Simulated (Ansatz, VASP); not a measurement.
# TlCuI3 in VASP and in Ansatz

```xyz
5
Lattice="5.5464 0.0000 0.0000 0.0000 5.5464 0.0000 0.0000 0.0000 5.5464" Properties=species:S:1:pos:R:3 pbc="T T T"
Tl    2.7732    2.7732    2.7732
Cu    0.0000    0.0000    0.0000
I     2.7732    0.0000    0.0000
I     0.0000    2.7732    0.0000
I     0.0000    0.0000    2.7732
```

Alike in both runs: functional PBE; k mesh 8 × 8 × 8; occupations gaussian, width 0.1 eV; no spin polarisation.

Ansatz relaxed the structure, and its values are those at the end. VASP's run is a single point on that final structure, the one shown.

|  | VASP | Ansatz |
| --- | --- | --- |
| version | VASP 6.6.1 | Ansatz 0.2.0 |
| potentials or method | VASP PAW PBE potentials, release 64 (Tl_d, Cu, I), cutoff 520 eV | scalar-relativistic, plane waves, PAW |
| valence electrons in the cell | 45 | 83 |

```csv
,VASP,Ansatz,Ansatz less VASP
gap on the k mesh at the Fermi level (eV),none,none,-
pressure (GPa),0.0,0.0,-0.03
```

A gap of «none» marks a metal or a gap that the smearing closes. VASP's potentials hold 45 valence electrons a cell and Ansatz's 83, so a difference there can come from the potentials and not from the codes.

Neither program's run includes spin-orbit coupling.
